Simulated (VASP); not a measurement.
TiCo, 2 atoms in the cell. Symmetry: Pm-3m, No. 221, cubic system. Conventional cell: a = 2.986 Å, b = 2.986 Å, c = 2.986 Å, α = 90.00°, β = 90.00°, γ = 90.00°. Co (site symmetry m-3m) has 8 Ti at 2.59 Å and 6 Co at 2.99 Å within 3.4 Å. Ti (site symmetry m-3m) has 8 Co at 2.59 Å and 6 Ti at 2.99 Å within 3.4 Å. 

| Item | Value |
| --- | --- |
| Program | VASP 6.6.1 |
| Task | single point |
| Functional | PBE |
| Potentials or basis | VASP PAW PBE potentials, release 64 (Co, Ti_sv) |
| Cutoff | 520 eV |
| k mesh | 9 × 9 × 9 |
| Occupations | gaussian, width 0.014 eV |
| Spin | collinear spin, ferromagnetic start |
| Starting moments | [2.0, 1.0] μB |
| Dipole correction | no |
| Further INCAR settings | ALGO = Fast; EDIFF = 1e-06; NBANDS = 22 |

Potentials or basis: VASP PAW PBE potentials, release 64 (Co, Ti_sv).

Command:

```bash
$ cat potpaw_PBE.64/Co/POTCAR potpaw_PBE.64/Ti_sv/POTCAR > POTCAR
$ mpirun -np 1 vasp_std > vasp.out
```

Hardware: 1 thread of AMD EPYC 9R45 96-Core Processor (Zen 5), on a shared host.

Question: Estimate the wall time of this run.

Answer: Run time: 29 s on 1 thread of AMD EPYC 9R45 96-Core Processor (Zen 5), with other jobs on the host, peak memory 0.14 GiB. Counts: scf iterations 18, k points 35.
